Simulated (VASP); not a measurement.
# In3GaAs4 (an interface model): single point with PBEsol

In3GaAs4 (an interface model):

```
Ga In As
1.0
     3.04367    3.04367    0.00000
    -3.04367    3.04367    0.00000
     0.00000    0.00000   11.80076
Ga In As
1 3 4
Direct
  0.98979 0.99851 0.99774
  0.00768 0.00471 0.47956
  0.49589 0.51462 0.22722
  0.50599 0.50641 0.74270
  0.49774 0.97923 0.11931
  0.49033 0.99336 0.61559
  0.99485 0.49950 0.36040
  0.99527 0.47822 0.86864
```

- Program: VASP 6.6.1
- Task: single point
- Functional: PBEsol
- Potentials or basis: VASP PAW PBE potentials, release 64 (Ga_d, In_d, As)
- Cutoff: 400 eV
- k mesh: 1 × 1 × 1
- Occupations: fermi-dirac, width 0.05 eV
- Spin: no spin polarisation
- Dipole correction: no
- Further INCAR settings: ALGO = Normal; EDIFF = 1e-06; NBANDS = 46

* Pressure: 20.5 GPa
* Largest force: 2.539 eV/Å
* Band gap on the k mesh: 0.03 eV

Forces on the atoms (eV/Å):
```
Ga   0.046  0.405 -0.403
In  -0.378  0.058  0.136
In   1.212 -1.120  1.068
In  -0.236 -0.042 -0.366
As  -1.403  0.965 -1.883
As   0.217  0.113  0.172
As   0.104 -0.248 -0.158
As   0.439 -0.131  1.434
```

Stress tensor (GPa, compression positive):
```
25.31 -2.36  3.16
-2.36 25.33 -1.82
 3.16 -1.82 10.88
```

Levels at points of the mesh, in eV from the valence-band top:
```
           k point  band 34  band 35  band 36  band 37  band 38  band 39
(0.00, 0.00, 0.00)    -0.51    -0.19     0.00     0.03     0.98     1.28
```

Run time: 15 s on 1 thread of Intel(R) Xeon(R) Platinum 8559C (Emerald Rapids), with other jobs on the host, peak memory 0.23 GiB.

Caveat: the k points lie up to 1.46 Å⁻¹ apart; the PAW data sets were made with another functional, which shifts forces and pressure a little; spin-orbit coupling is left out, which moves the levels of the heavy elements.
